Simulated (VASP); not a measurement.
Wanted: the native input for a VASP 6.6.1 run.

| Quantity | Value |
| --- | --- |
| Task | single point |
| Functional | r2SCAN |
| Potentials or basis | VASP PAW PBE potentials, release 64 (Te, Mo_sv) |
| Cutoff | 520 eV |
| k mesh | 9 × 9 × 2 |
| Occupations | fermi-dirac, width 0.05 eV |
| Spin | no spin polarisation |
| Dipole correction | no |
| Further INCAR settings | ALGO = Normal; EDIFF = 1e-07; NBANDS = 20 |

The system is Te2Mo, a slab with vacuum.

```
Te Mo
1.0
     3.53634    0.00000    0.00000
    -1.76817    3.06256    0.00000
     0.00000    0.00000   17.40644
Te Mo
2 1
Direct
  0.33333 0.66667 0.10214
  0.33333 0.66667 0.89786
  0.00000 0.00000 0.00000
```

One way to write it, as run:

POSCAR

```
Te2Mo
1.0
    3.5363379141      0.0000000000      0.0000000000
   -1.7681689570      3.0625584699      0.0000000000
    0.0000000000      0.0000000000     17.4064431499
Te Mo
2 1
Direct
    0.3333333333      0.6666666667      0.1021445500
    0.3333333333      0.6666666667      0.8978554500
    0.0000000000      0.0000000000      0.0000000000
```

INCAR.step1

```
SYSTEM = Te2Mo
PREC = Accurate
ENCUT = 520
ISMEAR = -1
SIGMA = 0.05
LREAL = .False.
LASPH = .True.
NELM = 80
NBANDS = 20
GGA = PE
ALGO = Normal
EDIFF = 1E-4
LWAVE = .True.
LCHARG = .False.
```

INCAR.step2

```
SYSTEM = Te2Mo
PREC = Accurate
ENCUT = 520
EDIFF = 1E-7
ISMEAR = -1
SIGMA = 0.05
LREAL = .False.
LASPH = .True.
NELM = 80
ALGO = Normal
ISIF = 2
LWAVE = .False.
LCHARG = .False.
METAGGA = R2SCAN
LMIXTAU = .True.
NBANDS = 20
ISTART = 1
```

KPOINTS

```
regular mesh
0
Gamma
  9 9 2
  0 0 0
```

Potentials or basis: VASP PAW PBE potentials, release 64 (Te, Mo_sv).

Run with:

```sh
$ cat potpaw_PBE.64/Te/POTCAR potpaw_PBE.64/Mo_sv/POTCAR > POTCAR
$ cp INCAR.step1 INCAR
$ mpirun -np 1 vasp_std > vasp.out
$ cp INCAR.step2 INCAR
$ mpirun -np 1 vasp_std > vasp.out
```

It gave:

| Quantity | Value |
| --- | --- |
| Largest force | 0.324 eV/Å |
| Band gap on the k mesh | 1.16 eV |

Caveat: the PAW data sets were made with another functional, which shifts forces and pressure a little; spin-orbit coupling is left out, which moves the levels of the heavy elements.

Run time: 15 min on 1 thread of Intel Xeon 8259CL (shared host), peak memory 0.42 GiB.
